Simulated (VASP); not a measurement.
A run of VASP 6.6.1 is set up as follows.

The input INCAR:

```
SYSTEM = Ag
ALGO = Fast ; EDIFF = 1E-6
ENCUT = 520 ; ISIF = 2
ISMEAR = -1 ; LASPH = .TRUE.
LCHARG = .FALSE. ; LREAL = .FALSE.
LWAVE = .FALSE. ; NBANDS = 24
NELM = 100 ; PREC = Accurate
SIGMA = 0.05
```

KPOINTS

```
k-points
0
G
  10 10 10
  0 0 0
```

POSCAR

```
Ag
1.0
    1.5019377757      0.8671441792      7.3459535211
   -1.5019377757      0.8671441792      7.3459535211
    0.0000000000     -1.7342883582      7.3459535211
Ag
3
Direct
    0.2222810000      0.2222810000      0.2222810000
    0.7777190000      0.7777190000      0.7777190000
    0.0000000000      0.0000000000      0.0000000000
```

Potentials or basis: VASP PAW LDA potentials, release 64 (Ag).

Command:

```console
$ cat potpaw_LDA.64/Ag/POTCAR > POTCAR
$ mpirun -np 1 vasp_std > vasp.out
```

Problem. Predict the pressure.

Solution. -14.4 GPa.

Problem. What does it give for the band gap on the k mesh?

Solution. Zero (an odd number of electrons rules out a gap without spin polarisation).

Problem. Predict the largest force.

Solution. 0.003 eV/Å.

Stress tensor (GPa, compression positive):
```
-14.23   0.00   0.00
  0.00 -14.23   0.00
  0.00   0.00 -14.78
```

Caveat: the cell stands under tension.
